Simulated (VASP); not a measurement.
Input of a VASP 6.6.1 run:

Contents of INCAR:

```
PREC = Accurate
ENCUT = 520
EDIFF = 1E-7
ISMEAR = 0
SIGMA = 0.02
LREAL = F
LASPH = T
NELM = 60
ALGO = Normal
ISIF = 2
LWAVE = F
LCHARG = F
GGA = PE
NBANDS = 31
```

KPOINTS

```
regular mesh
0
Gamma
  8 8 4
```

POSCAR

```
Al3GaAs4
1.0
    4.0554812284      0.0000000000      0.0000000000
    0.0000000000      4.0554812284      0.0000000000
    0.0000000000      0.0000000000     11.4558318010
Al Ga As
3 1 4
Direct
    0.0000000000      0.0000000000      0.7497626618
    0.0000000000      0.0000000000      0.2502373382
    0.5000000000      0.5000000000      0.5000000000
    0.5000000000      0.5000000000      0.0000000000
    0.5000000000      0.0000000000      0.8741314382
    0.0000000000      0.5000000000      0.1258685618
    0.5000000000      0.0000000000      0.3751053128
    0.0000000000      0.5000000000      0.6248946872
```

Potentials or basis: VASP PAW PBE potentials, release 64 (Al, Ga_d, As).

The run is started by

```bash
$ cat potpaw_PBE.64/Al/POTCAR potpaw_PBE.64/Ga_d/POTCAR potpaw_PBE.64/As/POTCAR > POTCAR
$ mpirun -np 1 vasp_std > vasp.out
```

Q: What does it give for the pressure?

A: 0.2 GPa.

Q: Estimate the band gap on the k mesh.

A: 1.27 eV.

Q: Estimate the largest force.

A: 0.004 eV/Å.

Forces in eV/Å, atoms in the order of the input:
```
Al   0.000  0.000  0.000
Al   0.000  0.000  0.000
Al   0.000  0.000  0.000
Ga   0.000  0.000  0.000
As   0.000  0.000 -0.004
As   0.000  0.000  0.004
As   0.000  0.000  0.000
As   0.000  0.000  0.000
```

A k mesh can miss the band edges.
